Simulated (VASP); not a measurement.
# HC5 in VASP: relaxation of the atoms with PBE

Aim: the relaxation of the atoms of HC5 with PBE.

Program: VASP 6.6.1. These are calculated values, not measurements. Logs are shortened: lines on timing, memory, paths and dates and some standing lists are left out, and cuts for length are marked.

## Step 1: The cell of the first run

The cell holds a slab with vacuum, 12 atoms: a = 2.526 Å, b = 2.526 Å, c = 25.044 Å, α = 90.00°, β = 90.00°, γ = 120.00°.

## Step 2: Relaxation of the atoms, PBE

Input file INCAR:

```
PREC     = Accurate       # precision mode
ENCUT    = 520            # plane-wave cutoff, eV
EDIFF    = 1E-7           # SCF threshold, eV
ISMEAR   = 0              # smearing method
SIGMA    = 0.03           # smearing width, eV
LREAL    = False          # projectors in reciprocal space
LASPH    = True           # aspherical terms in the spheres
NELM     = 120            # most SCF steps
ALGO     = Normal         # electronic algorithm
ISIF     = 2              # what is computed and relaxed
LWAVE    = False          # write WAVECAR
LCHARG   = False          # write CHGCAR
LDIPOL   = True         
IDIPOL   = 3            
DIPOL    = 0.5 0.5 0.500
GGA      = PE             # functional
IBRION   = 2              # ionic algorithm
NSW      = 80             # ionic steps
EDIFFG   = -0.01          # ionic threshold
GGA_COMPAT= False        
NELMIN   = 4            
NELMDL   = -8
```

Input file KPOINTS:

```
regular mesh
0
Gamma
  12 12 1
```

Input file POSCAR:

```
HC5
1.0
    2.5255209497      0.0000000000      0.0000000000
   -1.2627605250      2.1871653648      0.0000000000
    0.0000000000      0.0000000000     25.0438272256
C H
10 2
Direct
    1.0000000000      0.0000000000      0.3250301931
    0.6666670000      0.3333330000      0.3456172328
    0.6666670000      0.3333330000      0.4073703397
    0.3333330000      0.6666670000      0.4279533733
    0.3333330000      0.6666670000      0.4897104862
    0.0000000000      0.0000000000      0.5102935198
    0.0000000000      0.0000000000      0.5720466267
    0.6666670000      0.3333330000      0.5926336664
    0.6666670000      0.3333330000      0.6543867732
    0.3333330000      0.6666670000      0.6749698069
    0.3333330000      0.6666670000      0.7204900059
    1.0000000000      0.0000000000      0.2795099941
```

Potentials or basis: VASP PAW PBE potentials, release 64 (C, H).

Started as:

```bash
$ cat potpaw_PBE.64/C/POTCAR potpaw_PBE.64/H/POTCAR > POTCAR
$ mpirun -np 1 vasp_std > vasp.out
```

OUTCAR:

```text
PREC = Accurate
   ENCUT = 520
   EDIFF = 1E-7
   ISMEAR = 0
   LREAL = False
   LASPH = True
   NELM = 120
   ISIF = 2
   GGA = PE
   IBRION = 2
   NSW = 80
   EDIFFG = -0.01
   NELMIN = 4
   NELMDL = -8

 ion  position               nearest neighbor table
   1  0.000  0.000  0.325-  12 1.14   2 1.55   2 1.55   2 1.55
   2  0.667  0.333  0.346-   3 1.55   1 1.55   1 1.55   1 1.55
   3  0.667  0.333  0.407-   2 1.55   4 1.55   4 1.55   4 1.55
   4  0.333  0.667  0.428-   3 1.55   3 1.55   3 1.55   5 1.55
   5  0.333  0.667  0.490-   6 1.55   6 1.55   6 1.55   4 1.55
   6  0.000  0.000  0.510-   7 1.55   5 1.55   5 1.55   5 1.55
   7  0.000  0.000  0.572-   6 1.55   8 1.55   8 1.55   8 1.55
   8  0.667  0.333  0.593-   9 1.55   7 1.55   7 1.55   7 1.55
   9  0.667  0.333  0.654-   8 1.55  10 1.55  10 1.55  10 1.55
  10  0.333  0.667  0.675-  11 1.14   9 1.55   9 1.55   9 1.55
  11  0.333  0.667  0.720-  10 1.14
  12  0.000  0.000  0.280-   1 1.14

  LATTYP: Found a hexagonal cell.
 ALAT       =     2.5255209497
 C/A-ratio  =     9.9163015173

  Lattice vectors:

 A1 = (   2.5255209497,   0.0000000000,   0.0000000000)
 A2 = (  -1.2627605250,   2.1871653648,   0.0000000000)
 A3 = (   0.0000000000,   0.0000000000,  25.0438272256)

Analysis of symmetry for initial positions (statically):
=====================================================================
 Subroutine PRICEL returns:
 Original cell was already a primitive cell.

 Routine SETGRP: Setting up the symmetry group for a
 hexagonal supercell.

 Subroutine GETGRP returns: Found 12 space group operations
 (whereof  6 operations were pure point group operations)
 out of a pool of 24 trial point group operations.

The static configuration has the point symmetry C_3v.
 The point group associated with its full space group is D_3d.

Analysis of symmetry for dynamics (positions and initial velocities):
=====================================================================
 Subroutine PRICEL returns:
 Original cell was already a primitive cell.

 Routine SETGRP: Setting up the symmetry group for a
 hexagonal supercell.

 Subroutine GETGRP returns: Found 12 space group operations
 (whereof  6 operations were pure point group operations)
 out of a pool of 24 trial point group operations.

The dynamic configuration has the point symmetry C_3v.
 The point group associated with its full space group is D_3d.

 Subroutine INISYM returns: Found 12 space group operations
 (whereof  6 operations are pure point group operations),
 and found     1 'primitive' translations

----------------------------------------------------------------------------------------

                                     Primitive cell

  volume of cell :     138.3354

  direct lattice vectors                    reciprocal lattice vectors
     2.525520950  0.000000000  0.000000000     0.395957911  0.228606409  0.000000000
    -1.262760525  2.187165365  0.000000000     0.000000000  0.457212800  0.000000000
     0.000000000  0.000000000 25.043827226     0.000000000  0.000000000  0.039929999

  length of vectors
     2.525520950  2.525521031 25.043827226     0.457212814  0.457212800  0.039929999

  position of ions in fractional coordinates (direct lattice)
     0.000000000  0.000000000  0.325030193
     0.666667000  0.333333000  0.345617233
     0.666667000  0.333333000  0.407370340
     0.333333000  0.666667000  0.427953373
     0.333333000  0.666667000  0.489710486
     0.000000000  0.000000000  0.510293520
     0.000000000  0.000000000  0.572046627
     0.666667000  0.333333000  0.592633666
     0.666667000  0.333333000  0.654386773
     0.333333000  0.666667000  0.674969807
     0.333333000  0.666667000  0.720490006
     0.000000000  0.000000000  0.279509994

  ion indices of the primitive-cell ions
   primitive index   ion index
                 1           1
                 2           2
                 3           3
                 4           4
                 5           5
                 6           6
[... 62 lines left out ...]
 SYSTEM =  unknown system
   PREC   = accura    normal or accurate (medium, high low for compatibility)
   ISTART =      0    job   : 0-new  1-cont  2-samecut
   ICHARG =      2    charge: 1-file 2-atom 10-const
   ISPIN  =      1    spin polarized calculation?
   LNONCOLLINEAR =      F non collinear calculations
   LSORBIT =      F    spin-orbit coupling
   LASPH  =      T    aspherical Exc in radial PAW
   ENCUT  =  520.0 eV  38.22 Ry    6.18 a.u.   4.70  4.70 46.56*2*pi/ulx,y,z
   NELM   =    120;   NELMIN=  4; NELMDL= -8     # of ELM steps
   EDIFF  = 0.1E-06   stopping-criterion for ELM
   LREAL  =      F    real-space projection
   EDIFFG = -.1E-01   stopping-criterion for IOM
   NSW    =     80    number of steps for IOM
   IBRION =      2    ionic relax: 0-MD 1-quasi-New 2-CG
   NFREE  =      1    steps in history (QN), initial steepest desc. (CG)
   ISIF   =      2    stress and relaxation
   ISYM   =      2    0-nonsym 1-usesym 2-fastsym
   POTIM  = 0.5000    time-step for ionic-motion
   TEBEG  =    0.0;   TEEND  =   0.0 temperature during run
   PSTRESS=    0.0 pullay stress
   NELECT =      42.0000    total number of electrons
   NUPDOWN=      -1.0000    fix difference up-down
   EMIN   =  10.00;   EMAX   =-10.00  energy-range for DOS
   EFERMI =   0.00;   METHOD = LEGACY
   ISMEAR =     0;   SIGMA  =   0.03  broadening in eV -4-tet -1-fermi 0-gaus
   EFERMI_NEDOS =   21; number of points for ismear=-14 and -15
   IALGO  =     38    algorithm
   IMIX   =      4    mixing-type and parameters
     AMIX     =   0.40;   BMIX     =  1.00
     AMIX_MAG =   1.60;   BMIX_MAG =  1.00
  volume/ion in A,a.u.               =      11.53        77.79
  Fermi-wavevector in a.u.,A,eV,Ry     =   1.100306  2.079277 16.472211  1.210673
  Thomas-Fermi vector in A             =   2.236715
   LORBIT       =      0    0 simple, 1 ext, 2 COOP (PROOUT), +10 PAW based schemes
   GGA     = PE    functional components
   LHFCALC =     F    Hartree Fock is set to
   AEXX    =    0.0000 exact exchange contribution
   IVDW    =     0    specifies the selected vdW correction
   LEPSILON=     F    determine dielectric tensor
   LRPA    =     F    only Hartree local field effects (RPA)
 conjugate gradient relaxation of ions
 non-spin polarized calculation
 Gauss-broadening in eV      SIGMA  =   0.03
  energy-cutoff  :      520.00
  volume of cell :      138.34
 maximum number of plane-waves:      3777
 NGX is ok and might be reduce to    20
   NGX =  9   NGY =  9   NGZ = 93

--------------------------------------- Ionic step        1  -------------------------------------------

 number of electron      42.0000001 magnetization

 Free energy of the ion-electron system (eV)
  ---------------------------------------------------
  ext. energy  EPLUGINS =         0.00000000
  ---------------------------------------------------
  free energy    TOTEN  =       -98.31928907 eV

  energy without entropy =      -98.31928907  energy(sigma->0) =      -98.31928907

------------------------ aborting loop because EDIFF is reached ----------------------------------------

  FORCE on cell =-STRESS in cart. coord.  units (eV):
  Direction    XX          YY          ZZ          XY          YZ          ZX
  --------------------------------------------------------------------------------------
  -------------------------------------------------------------------------------------
  Total        0.3030901      0.3030901     -2.9656333     -0.0000000      0.0000000      0.0000000
  in kB        3.5103392      3.5103394    -34.3474690     -0.0000001      0.0000000      0.0000000
  external PRESSURE =      -9.1089301 kB  Pullay stress =       0.0000000 kB
[... 119 lines left out ...]
  FREE ENERGIE OF THE ION-ELECTRON SYSTEM (eV)
  ---------------------------------------------------
  free  energy   TOTEN  =       -98.3638044289 eV

  energy  without entropy=      -98.3638044289  energy(sigma->0) =      -98.36380443

[... ionic steps 4 to 13 ...]

--------------------------------------- Ionic step       14  -------------------------------------------

 number of electron      42.0000000 magnetization

------------------------ aborting loop because EDIFF is reached ----------------------------------------
[... 43 lines left out ...]
 number of electron      42.0000000 magnetization

------------------------ aborting loop because EDIFF is reached ----------------------------------------

 vacuum level on the upper side and lower side of the slab       (xc-potential included)        -0.040        -0.002

  FORCE on cell =-STRESS in cart. coord.  units (eV):
  Direction    XX          YY          ZZ          XY          YZ          ZX
  --------------------------------------------------------------------------------------
  -------------------------------------------------------------------------------------
  Total        0.5137226      0.5137227     -0.1177949     -0.0000000      0.0000000      0.0000000
  in kB        5.9498495      5.9498499     -1.3642806     -0.0000001      0.0000000      0.0000000
  external PRESSURE =       3.5118062 kB  Pullay stress =       0.0000000 kB
[... 33 lines left out ...]
--------------------------------------- Ionic step       16  -------------------------------------------

 number of electron      42.0000000 magnetization

 dipolmoment           0.000000      0.000000     -0.001175 electrons x Angstroem

 Free energy of the ion-electron system (eV)
  ---------------------------------------------------
  ext. energy  EPLUGINS =         0.00000000
  ---------------------------------------------------
  free energy    TOTEN  =       -98.37357709 eV

  energy without entropy =      -98.37357709  energy(sigma->0) =      -98.37357709

 E-fermi :   2.1066     XC(G=0):  -6.5528

 val. band max:        1.9537551375   @ k =   0.0000   0.0000   0.0000
 cond. band min:       4.6996018688   @ k =   0.0000   0.0000   0.0000
 fundamental gap:      2.7458467312
 Fermi energy:         2.1066065947

 k-point     1 :       0.0000    0.0000    0.0000
  band No.  band energies     occupation
      1     -18.9753      2.00000
      2     -18.3342      2.00000
      3     -17.2916      2.00000
      4     -15.8951      2.00000
      5     -14.3408      2.00000
      6     -10.4957      2.00000
[... 578 lines left out ...]
     27      10.9385      0.00000
     28      12.0218      0.00000

------------------------ aborting loop because EDIFF is reached ----------------------------------------

 vacuum level on the upper side and lower side of the slab       (xc-potential included)        -0.030         0.008

  FORCE on cell =-STRESS in cart. coord.  units (eV):
  Direction    XX          YY          ZZ          XY          YZ          ZX
  --------------------------------------------------------------------------------------
  -------------------------------------------------------------------------------------
  Total        0.5151072      0.5151072     -0.1215496     -0.0000000     -0.0000000     -0.0000000
  in kB        5.9658855      5.9658858     -1.4077674     -0.0000001     -0.0000000     -0.0000000
  external PRESSURE =       3.5080013 kB  Pullay stress =       0.0000000 kB
[... 27 lines left out ...]
  FREE ENERGIE OF THE ION-ELECTRON SYSTEM (eV)
  ---------------------------------------------------
  free  energy   TOTEN  =       -98.3735770851 eV

  energy  without entropy=      -98.3735770851  energy(sigma->0) =      -98.37357709

 reached required accuracy - stopping structural energy minimisation

 vacuum level on the upper side and lower side of the slab         5.508         5.546
```

Run time: 11 min. Hardware: 1 thread of Intel Xeon Platinum 8488C (Sapphire Rapids), shared host; peak memory 0.28 GiB.

What came out:

```
Free energy               : -98.3736 eV
Energy gained by relaxing : 4.5 meV/atom
Ionic steps               : 16
Band gap on the k mesh    : 2.75 eV
```

Forces on the atoms (eV/Å):
```
C    0.000  0.000  0.000
C    0.000  0.000  0.000
C    0.000  0.000  0.002
C    0.000  0.000  0.003
C    0.000  0.000 -0.001
C    0.000  0.000  0.001
C    0.000  0.000 -0.003
C    0.000  0.000 -0.002
C    0.000  0.000  0.000
C    0.000  0.000  0.000
H    0.000  0.000  0.000
H    0.000  0.000  0.000
```

Step by step:
```
step  energy change (eV)  largest force (eV/Å)  pressure (GPa)
   1              0.0000                1.0069           -0.91
   2             -0.0043                1.3596            0.08
   3             -0.0445                0.2918           -0.46
   4             -0.0436                0.6762            0.02
   5             -0.0500                0.2390           -0.24
   6             -0.0522                0.1256           -0.09
   7             -0.0525                0.0727           -0.13
   8             -0.0528                0.0911           -0.07
   9             -0.0528                0.0824           -0.07
  10             -0.0530                0.0732           -0.03
  11             -0.0537                0.0457            0.09
  12             -0.0542                0.0337            0.35
  13             -0.0542                0.0602            0.35
  14             -0.0543                0.0142            0.35
  15             -0.0543                0.0158            0.35
  16             -0.0543                0.0029            0.35
```

Final structure:
```cif
data_structure
_symmetry_space_group_name_H-M 'P 1'
_symmetry_Int_Tables_number 1
_cell_length_a 2.5255
_cell_length_b 2.5255
_cell_length_c 25.0438
_cell_angle_alpha 90.000
_cell_angle_beta 90.000
_cell_angle_gamma 120.000
_cell_volume 138.34
loop_
_atom_site_label
_atom_site_type_symbol
_atom_site_fract_x
_atom_site_fract_y
_atom_site_fract_z
_atom_site_occupancy
C1 C 0.00000 0.00000 0.32576 1
C2 C 0.66667 0.33333 0.34526 1
C3 C 0.66667 0.33333 0.40732 1
C4 C 0.33333 0.66667 0.42788 1
C5 C 0.33333 0.66667 0.48971 1
C6 C 0.00000 0.00000 0.51030 1
C7 C 0.00000 0.00000 0.57212 1
C8 C 0.66667 0.33333 0.59268 1
C9 C 0.66667 0.33333 0.65474 1
C10 C 0.33333 0.66667 0.67424 1
H1 H 0.33333 0.66667 0.71856 1
H2 H 0.00000 0.00000 0.28144 1
```
